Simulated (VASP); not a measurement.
Here is a VASP 6.6.1 calculation.

Contents of INCAR:

```
ALGO = Normal ; EDIFF = 1E-6
ENCUT = 520 ; GGA = PE
ISIF = 2 ; ISMEAR = -1
LASPH = True ; LCHARG = False
LREAL = False ; LWAVE = False
NBANDS = 11 ; NELM = 60
PREC = Accurate ; SIGMA = 0.1
```

KPOINTS

```
k-points
0
Gamma
  13 13 13
```

The input POSCAR:

```
Pd
1.0
    2.6156052913      0.0000000000      0.0000000000
    0.0000000000      2.6156052913      0.0000000000
    0.0000000000      0.0000000000      2.6156052913
Pd
1
Direct
    0.0000000000      0.0000000000      0.0000000000
```

Potentials or basis: VASP PAW PBE potentials, release 64 (Pd).

Command:

```sh
$ cat potpaw_PBE.64/Pd/POTCAR > POTCAR
$ mpirun -np 1 vasp_std > vasp.out
```

Predict the pressure.

-0.5 GPa.

What does it give for the band gap on the k mesh?

Zero (band 5 reaches 8.18 eV, above the bottom of band 6 at 6.52 eV).
